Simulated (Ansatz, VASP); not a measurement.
SiGe2 in VASP and in Ansatz

```
CELL_PARAMETERS angstrom
0.00000 4.01146 3.94962
2.30629 0.00000 3.94962
2.30629 4.01146 0.00000
ATOMIC_POSITIONS crystal
Si 0.00000 0.00000 0.00000
Si 0.25000 0.25000 0.25000
Ge 0.66790 0.66790 0.33210
Ge 0.33210 0.33210 0.66790
Ge 0.58210 0.58210 0.91790
Ge 0.91790 0.91790 0.58210
```

Alike in both runs: task single point; functional r2SCAN; k mesh 6 × 6 × 6; occupations gaussian, width 0.1 eV; no spin polarisation.

|  | VASP | Ansatz |
| --- | --- | --- |
| version | VASP 6.6.1 | Ansatz 0.2.0 |
| potentials or method | VASP PAW PBE potentials, release 64 (Si, Ge_d), cutoff 520 eV | scalar-relativistic, plane waves, PAW |
| valence electrons in the cell | 64 | 64 |

```tsv
	VASP	Ansatz	Ansatz less VASP
gap on the k mesh at the Fermi level (eV)	none	none	-
rms of the force components (eV/Å)	0.130	0.129	-0.0017
```

VASP's potentials were made for PBE, not for r2SCAN. Atom by atom the forces differ by 0.002 eV/Å (rms over components). A gap of «none» marks a metal or a gap that the smearing closes. The functional is the same, so the differences come from potentials, cutoffs and numerics.
